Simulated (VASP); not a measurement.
Input of a VASP 6.6.1 run:

File INCAR:

```
ALGO = Normal ; EDIFF = 1E-7
EDIFFG = -0.04 ; ENCUT = 600
GGA = PE ; IBRION = 2
ISIF = 3 ; ISMEAR = 0
LASPH = T ; LCHARG = F
LREAL = F ; LWAVE = F
NELM = 100 ; NSW = 90
PREC = Accurate ; SIGMA = 0.1
```

KPOINTS

```
k-points
0
Gamma
  6 6 4
```

Contents of POSCAR:

```
SnC2
1.0
    2.9279588800      0.0000000000      0.0000000000
   -1.4639794400      2.5356867700      0.0000000000
    0.0000000000      0.0000000000      4.6155828600
Sn C
1 2
Direct
    0.0000000000      0.0000000000      0.0000000000
    0.6666666700      0.3333333300      0.7249647000
    0.6666666700      0.3333333300      0.2750353000
```

Potentials or basis: VASP PAW PBE potentials, release 64 (Sn_d, C).

The run is started by

```console
$ cat potpaw_PBE.64/Sn_d/POTCAR potpaw_PBE.64/C/POTCAR > POTCAR
$ mpirun -np 1 vasp_std > vasp.out
```

Task: Estimate the band gap on the k mesh.

Result: Zero (band 11 reaches 9.99 eV, above the bottom of band 12 at 5.80 eV).

Task: Estimate the space group after relaxing (to 0.05 Å).

Result: P-6m2 (No. 187).

Task: Predict the relaxed cell.

Result: a = 3.346 Å, b = 3.346 Å, c = 4.159 Å, α = 90.00°, β = 90.00°, γ = 120.00°.

Task: Estimate the relaxed volume.

Result: 13.44 Å³/atom.

Final structure:
```
Sn C
1.0
     3.34593    0.00000    0.00000
    -1.67297    2.89766    0.00000
     0.00000    0.00000    4.15940
Sn C
1 2
Direct
  0.00000 0.00000 0.00000
  0.66667 0.33333 0.65909
  0.66667 0.33333 0.34091
```

Caveat: the k points lie up to 0.38 Å⁻¹ apart in the final cell; the volume moved by over 15 % at a fixed basis, so the end points are rough; spin-orbit coupling is left out, which moves the levels of the heavy elements.
